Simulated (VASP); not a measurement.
A run of VASP 6.6.1 is set up as follows.

INCAR

```
ALGO = Normal
EDIFF = 1E-6
ENCUT = 500
GGA = PE
GGA_COMPAT = F
ISIF = 2
ISMEAR = -1
KPAR = 4
LASPH = T
LCHARG = F
LMAXMIX = 4
LNONCOLLINEAR = T
LORBIT = 11
LREAL = F
LWAVE = F
MAGMOM = 0 0 3.9 0 0 3.9 0 0 0 0 0 0
NBANDS = 64
NELM = 200
PREC = Accurate
SIGMA = 0.05
```

The input KPOINTS:

```
k-points
0
Gamma
  11 11 6
```

POSCAR

```
MnHg
1.0
    3.2880000000      0.0000000000      0.0000000000
    0.0000000000      3.2880000000      0.0000000000
    0.0000000000      0.0000000000      6.6260000000
Mn Hg
2 2
Direct
    0.5000000000      0.5000000000      0.2500000000
    0.5000000000      0.5000000000      0.7500000000
    0.0000000000      0.0000000000      0.0000000000
    0.0000000000      0.0000000000      0.5000000000
```

Potentials or basis: VASP PAW PBE potentials, release 64 (Mn_pv, Hg).

Run with:

```bash
$ cat potpaw_PBE.64/Mn_pv/POTCAR potpaw_PBE.64/Hg/POTCAR > POTCAR
$ mpirun -np 4 vasp_ncl > vasp.out
```

Problem. What does it give for the pressure?

Solution. 2.5 GPa.

Problem. Estimate the net moment.

Solution. 7.81 μB per cell.

Moments on the atoms (μB; x, y, z):
```
Mn   0.00  0.00  3.81
Mn   0.00  0.00  3.81
Hg   0.00  0.00 -0.05
Hg   0.00  0.00 -0.05
```
